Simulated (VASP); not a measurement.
Set up this calculation in VASP 6.6.1, as the native input.

```
Task                   : single point
Functional             : PBEsol
Potentials or basis    : VASP PAW PBE potentials, release 64 (Be)
Cutoff                 : 520 eV
k mesh                 : 24 × 24 × 14
Occupations            : gaussian, width 0.15 eV
Spin                   : no spin polarisation
Dipole correction      : no
Further INCAR settings : ALGO = Normal; EDIFF = 1e-07; NBANDS = 9
```

The structure of Be lies in POSCAR:

```
Be
1.0
    2.3310059269      0.0000000000      0.0000000000
   -1.1655029635      2.0187103491      0.0000000000
    0.0000000000      0.0000000000      3.5042241865
Be
2
Direct
    0.3333333333      0.6666666667      0.2500000000
    0.6666666667      0.3333333333      0.7500000000
```

This cell differs from its parent crystal: ratio of the length along z to the lengths across it x 0.96, volume and fractional coordinates fixed.

The input as run:

INCAR

```
SYSTEM = Be
PREC     = Accurate       ! precision mode
ENCUT    = 520            ! plane-wave cutoff, eV
EDIFF    = 1E-7           ! SCF threshold, eV
ISMEAR   = 0              ! smearing method
SIGMA    = 0.15           ! smearing width, eV
LREAL    = .False.        ! projectors in reciprocal space
LASPH    = .True.         ! aspherical terms in the spheres
NELM     = 60             ! most SCF steps
ALGO     = Normal         ! electronic algorithm
ISIF     = 2              ! what is computed and relaxed
LWAVE    = .False.        ! write WAVECAR
LCHARG   = .False.        ! write CHGCAR
GGA      = PS             ! functional
NBANDS   = 9              ! bands
```

KPOINTS

```
regular mesh
0
Gamma
  24 24 14
  0 0 0
```

Potentials or basis: VASP PAW PBE potentials, release 64 (Be).

Run with:

```console
$ cat potpaw_PBE.64/Be/POTCAR > POTCAR
$ mpirun -np 1 vasp_std > vasp.out
```

Results of the run:

The pressure is -4.7 GPa. The band gap on the k mesh is zero (band 2 reaches 7.59 eV, above the bottom of band 3 at 5.38 eV).

Caveat: the PAW data sets were made with another functional, which shifts forces and pressure a little.

Run time: 42 s on 1 thread of Intel(R) Xeon(R) Platinum 8259CL CPU @ 2.50GHz (Skylake/Cascade Lake), on a shared host, peak memory 0.17 GiB.
